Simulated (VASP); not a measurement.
**Bi: single point with PBE+D3(BJ)**

Bi:

```
CELL_PARAMETERS angstrom
2.26682 1.30875 3.88523
-2.26682 1.30875 3.88523
0.00000 -2.61749 3.88523
ATOMIC_POSITIONS crystal
Bi 0.23710 0.23710 0.23710
Bi 0.76290 0.76290 0.76290
```

```yaml
Program: VASP 6.6.1
Task: single point
Functional: PBE
Dispersion: D3(BJ)
Potentials_or_basis: VASP PAW PBE potentials, release 64 (Bi_d)
Cutoff: 520 eV
k_mesh: 12 × 12 × 12
Occupations: gaussian, width 0.1 eV
Spin: no spin polarisation
```

- Pressure: -0.1 GPa
- Largest force: 0.007 eV/Å
- Band gap on the k mesh: zero (bands 15 and 16 overlap by 0.19 eV)
- Dispersion energy per atom: -0.462 eV

Forces in eV/Å, atoms in the order of the input:
```
Bi   0.000  0.000  0.007
Bi   0.000  0.000 -0.007
```

Levels at points of the mesh, in eV from the Fermi level:
| k point | band 12 | band 13 | band 14 | band 15 | band 16 | band 17 | band 18 | band 19 |
| --- | --- | --- | --- | --- | --- | --- | --- | --- |
| (0.00, 0.00, 0.00) | -7.41 | -1.50 | -1.23 | -1.23 | 2.75 | 3.05 | 3.05 | 5.52 |
| (0.50, 0.00, 0.00) | -10.62 | -1.13 | -1.00 | -0.26 | -0.25 | 0.38 | 0.79 | 7.73 |
| (0.50, 0.50, 0.00) | -9.41 | -4.82 | -3.10 | -2.97 | 2.47 | 5.02 | 5.37 | 6.94 |
| (0.50, 0.50, 0.50) | -10.14 | -0.81 | -0.52 | -0.52 | 0.52 | 0.52 | 0.57 | 7.29 |

Run time: 8.8 min on 1 thread of Intel Xeon 8259CL, with other jobs on the host, peak memory 0.38 GiB.

Caveat: spin-orbit coupling is left out, which moves the levels of the heavy elements.
